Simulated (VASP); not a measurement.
A run of VASP 6.6.1 is set up as follows.

File POSCAR:

```
Zn5O2
1.0
    3.1394509548      0.0000000000      0.0000000000
   -1.5697254774      2.7188442808      0.0000000000
    0.0000000000      0.0000000000     11.5916231111
Zn O
5 2
Direct
    0.3333333333      0.6666666667      0.4844861005
    0.0000000000      0.0000000000      0.2410777271
    0.6666666667      0.3333333333      0.0033993354
    0.6666666667      0.3333333333      0.6691478489
    0.3333333333      0.6666666667      0.8410879516
    0.0000000000      0.0000000000      0.4092080479
    0.6666666667      0.3333333333      0.1715929886
```

INCAR.step1

```
ALGO     = Normal         # electronic algorithm
EDIFF    = 1E-4           # SCF threshold, eV
ENCUT    = 520            # plane-wave cutoff, eV
GGA      = PE             # functional
ISMEAR   = 0              # smearing method
LASPH    = True           # aspherical terms in the spheres
LCHARG   = False          # write CHGCAR
LREAL    = False          # projectors in reciprocal space
LWAVE    = True           # write WAVECAR
NBANDS   = 45             # bands
NELM     = 100            # most SCF steps
PREC     = Accurate       # precision mode
SIGMA    = 0.1            # smearing width, eV
```

INCAR.step2

```
ALGO     = Normal         # electronic algorithm
EDIFF    = 1E-6           # SCF threshold, eV
ENCUT    = 520            # plane-wave cutoff, eV
ISIF     = 2              # what is computed and relaxed
ISMEAR   = 0              # smearing method
ISTART   = 1            
LASPH    = True           # aspherical terms in the spheres
LCHARG   = True           # write CHGCAR
LELF     = True           # ELF
LMIXTAU  = True         
LREAL    = False          # projectors in reciprocal space
LVHAR    = True         
LWAVE    = False          # write WAVECAR
METAGGA  = R2SCAN         # meta-GGA
NBANDS   = 45             # bands
NELM     = 100            # most SCF steps
PREC     = Accurate       # precision mode
SIGMA    = 0.1            # smearing width, eV
```

The input KPOINTS:

```
k-points
0
Gamma
  12 12 4
```

Potentials or basis: VASP PAW PBE potentials, release 64 (Zn, O).

The run is started by

```console
$ cat potpaw_PBE.64/Zn/POTCAR potpaw_PBE.64/O/POTCAR > POTCAR
$ cp INCAR.step1 INCAR
$ mpirun -np 1 vasp_std > vasp.out
$ cp INCAR.step2 INCAR
$ mpirun -np 1 vasp_std > vasp.out
```

(1) Predict the pressure.

(2) Estimate the largest force.

(3) Predict the band gap on the k mesh.

Answers

(1) -4.2 GPa.

(2) 0.183 eV/Å.

(3) zero (bands 36 and 37 overlap by 0.74 eV).

Caveat: the cell stands under tension; semilocal functionals underestimate gaps, so a narrow gap can read as zero; the PAW data sets were made with another functional, which shifts forces and pressure a little.
